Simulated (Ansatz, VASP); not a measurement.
**Re: VASP beside Ansatz**

```
CELL_PARAMETERS angstrom
2.59420 0.00000 0.00000
-1.29710 2.24664 0.00000
0.00000 0.00000 4.14808
ATOMIC_POSITIONS crystal
Re 0.33333 0.66667 0.25000
Re 0.66667 0.33333 0.75000
```

Change from the starting cell: volume scaled by 0.99, crystal datasets.

Alike in both runs: task electric field gradients; functional PBEsol; k mesh 18 × 18 × 10; occupations fermi-dirac, width 0.05 eV; no spin polarisation.

|  | VASP | Ansatz |
| --- | --- | --- |
| version | VASP 6.6.1 | Ansatz 0.2.0 |
| potentials or method | VASP PAW PBE potentials, release 64 (Re), cutoff 520 eV | all-electron PAW with datasets made for the crystal, scalar-relativistic |

|  | VASP | Ansatz | Ansatz less VASP |
| --- | --- | --- | --- |
| pressure (GPa) | 111.9 | 107.9 | -4.00 |
| traceless stress, the component that is largest in VASP (GPa) | 5.63 | 5.64 | +0.008 |
| size of Vzz on the site where it differs most (V/Å²) | 109.6 | 86.8 | -22.86 |

VASP's potentials were made for PBE, not for PBEsol. Both programs put the cell under a high pressure, so it lies far from rest at this level. Ansatz ran all-electron here, and VASP with PAW potentials.

Spin-orbit coupling is off throughout. Noted on VASP's run: the cell as given lies far from equilibrium.
